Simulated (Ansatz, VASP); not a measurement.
**Ti: VASP beside Ansatz**

```
Ti
1.0
     2.48624    0.00000    0.00000
     0.00000    2.48624    0.00000
     0.00000    0.00000    2.48624
Ti
1
Direct
  0.00000 0.00000 0.00000
```

Alike in both runs: task single point; functional LDA; k mesh 14 × 14 × 14; occupations fermi-dirac, width 0.1 eV; no spin polarisation.

```csv
,VASP,Ansatz
version,VASP 6.6.1,Ansatz 0.2.0
potentials or method,"VASP PAW LDA potentials, release 64 (Ti_sv), cutoff 520 eV","plane waves (420 eV) with PAW, scalar-relativistic"
valence electrons in the cell,12,12
```

|  | VASP | Ansatz | Ansatz less VASP |
| --- | --- | --- | --- |
| pressure (GPa) | 8.7 | 8.6 | -0.07 |

Ansatz warns that its potentials were made for another functional, while VASP's fit it. LDA's correlation is that of Perdew and Zunger in VASP and of Perdew and Wang (1992) in Ansatz.
